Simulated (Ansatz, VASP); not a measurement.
This is a calculation of CoO for Ansatz 0.2.0.

The input input.yaml:

```yaml
crystal:
  lattice:
    - [2.82845, 0.0, 0.0]
    - [-1.41423, 2.44951, 0.0]
    - [0.0, 0.0, 2.72172]
  atoms:
    - { symbol: Co, position: [0.032635, 0.032558, 0.505016], spin: 2.0 }
    - { symbol: O, position: [0.656558, 0.331792, -0.003967] }
hamiltonian:
  xc: pbe
  pseudopotentials: { kind: paw }
magnetization:
  spin_polarized: true
kpoints:
  mp_grid: { grid: [11, 11, 10] }
scf:
  occupations: { method: fermi_dirac, width: 0.05 }
output:
  forces: true
  stress: true
  eigenvalues: true
```

Potentials or basis: Ansatz PAW.

Run with:

```console
$ ansatz run input.yaml --threads 2 --pin off --max-ram 5632MiB --backend cpu --events-out ev --progress --plain --runs-dir out
```

Question: Translate it to VASP 6.6.1. Potentials there: VASP PAW PBE potentials, release 64 (Co, O).

Answer: As run (the cutoff follows the program's own potentials):

File INCAR:

```
SYSTEM = CoO
  ALGO = Normal
  EDIFF = 1E-6
  ENCUT = 520
  GGA = PE
  ISIF = 2
  ISMEAR = -1
  ISPIN = 2
  LASPH = .True.
  LCHARG = .False.
  LMAXMIX = 4
  LORBIT = 11
  LREAL = .False.
  LWAVE = .False.
  MAGMOM = 2 0
  NBANDS = 18
  NELM = 150
  PREC = Accurate
  SIGMA = 0.05
```

KPOINTS

```
k-points
0
Gamma
  11 11 10
  0 0 0
```

Contents of POSCAR:

```
CoO
1.0
    2.8284500000      0.0000000000      0.0000000000
   -1.4142300000      2.4495100000      0.0000000000
    0.0000000000      0.0000000000      2.7217200000
Co O
1 1
Direct
    0.0326350000      0.0325580000      0.5050160000
    0.6565580000      0.3317920000     -0.0039670000
```

Potentials or basis: VASP PAW PBE potentials, release 64 (Co, O).

Run with:

```console
$ cat potpaw_PBE.64/Co/POTCAR potpaw_PBE.64/O/POTCAR > POTCAR
$ mpirun -np 1 vasp_std > vasp.out
```

Both were run:

|  | VASP | Ansatz | Ansatz less VASP |
| --- | --- | --- | --- |
| gap on the k mesh at the Fermi level (eV) | none | none | - |
| pressure (GPa) | 0.8 | 1.3 | +0.45 |
| traceless stress, the component that is largest in VASP (GPa) | 0.68 | 0.68 | -0.004 |
| rms of the force components (eV/Å) | 0.220 | 0.214 | -0.0054 |
| net moment per atom (μB) | 1.50 | 1.50 | 0.000 |
| size of the moment on the site where the two differ most (μB) | 2.55 | 2.47 | -0.079 |

Site moments also hang on the region over which each program counts them. Atom by atom the forces differ by 0.005 eV/Å (rms over components). A gap of «none» marks a metal or a gap that the smearing closes. The functional is the same, so the differences come from potentials, cutoffs and numerics. VASP's potentials hold 15 valence electrons a cell and Ansatz's 23, so a difference there can come from the potentials and not from the codes.
